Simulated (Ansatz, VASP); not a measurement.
Two plane-wave programs on Sb2Pt

INCAR

```
SYSTEM = Sb2Pt
PREC = Accurate
ENCUT = 520
EDIFF = 1E-8
ISMEAR = -1
SIGMA = 0.05
LREAL = .FALSE.
LASPH = .TRUE.
NELM = 100
ALGO = Normal
ISIF = 2
LWAVE = .FALSE.
LCHARG = .FALSE.
GGA = PE
LEFG = .TRUE.
NBANDS = 52
```

Contents of KPOINTS:

```
regular mesh
0
G
  5 5 5
  0 0 0
```

File POSCAR:

```
Sb2Pt
1.0
    6.4400000000      0.0000000000      0.0000000000
    0.0000000000      6.4400000000      0.0000000000
    0.0000000000      0.0000000000      6.4400000000
Sb Pt
8 4
Direct
    0.3750000000      0.3750000000      0.3750000000
    0.1250000000      0.6250000000      0.8750000000
    0.8750000000      0.1250000000      0.6250000000
    0.6250000000      0.8750000000      0.1250000000
    0.6250000000      0.6250000000      0.6250000000
    0.8750000000      0.3750000000      0.1250000000
    0.1250000000      0.8750000000      0.3750000000
    0.3750000000      0.1250000000      0.8750000000
    0.0000000000      0.0000000000      0.0000000000
    0.5000000000      0.0000000000      0.5000000000
    0.5000000000      0.5000000000      0.0000000000
    0.0000000000      0.5000000000      0.5000000000
```

Input for Ansatz:

```yaml
crystal:
  lattice:
    - [6.44, 0.0, 0.0]
    - [0.0, 6.44, 0.0]
    - [0.0, 0.0, 6.44]
  atoms:
    - { symbol: Sb, position: [0.375, 0.375, 0.375] }
    - { symbol: Sb, position: [0.125, 0.625, 0.875] }
    - { symbol: Sb, position: [0.875, 0.125, 0.625] }
    - { symbol: Sb, position: [0.625, 0.875, 0.125] }
    - { symbol: Sb, position: [0.625, 0.625, 0.625] }
    - { symbol: Sb, position: [0.875, 0.375, 0.125] }
    - { symbol: Sb, position: [0.125, 0.875, 0.375] }
    - { symbol: Sb, position: [0.375, 0.125, 0.875] }
    - { symbol: Pt, position: [0.0, 0.0, 0.0] }
    - { symbol: Pt, position: [0.5, 0.0, 0.5] }
    - { symbol: Pt, position: [0.5, 0.5, 0.0] }
    - { symbol: Pt, position: [0.0, 0.5, 0.5] }
kpoints:
  mp_grid: { grid: [5, 5, 5] }
scf:
  occupations: { method: fermi_dirac, width: 0.05 }
hamiltonian:
  xc: pbe
  pseudopotentials: { kind: paw }
output:
  forces: true
  stress: true
  populations: true
  efg: { quadrupole_moments_barn: { Sb: -0.543 }, contact_densities: true }
```

Alike in both runs: task electric field gradients; functional PBE; k mesh 5 × 5 × 5; occupations fermi-dirac, width 0.05 eV; no spin polarisation.

```csv
,VASP,Ansatz
version,VASP 6.6.1,Ansatz 0.2.0
potentials or method,"VASP PAW PBE potentials, release 64 (Sb, Pt)","plane-wave PAW, scalar-relativistic"
plane-wave cutoff (eV),520,420
valence electrons in the cell,80,192
```

|  | VASP | Ansatz | Ansatz less VASP |
| --- | --- | --- | --- |
| pressure (GPa) | 5.9 | 6.2 | +0.36 |
| size of Vzz on the site where it differs most (V/Å²) | 20.2 | 69.9 | +49.74 |

One of these differences is far larger than is usual between the two programs; its cause wasn't traced. With one functional, cell and mesh, what is left measures potentials, basis and numerics. VASP's potentials hold 80 valence electrons a cell and Ansatz's 192, so a difference there can come from the potentials and not from the codes.

Spin-orbit coupling is off throughout.
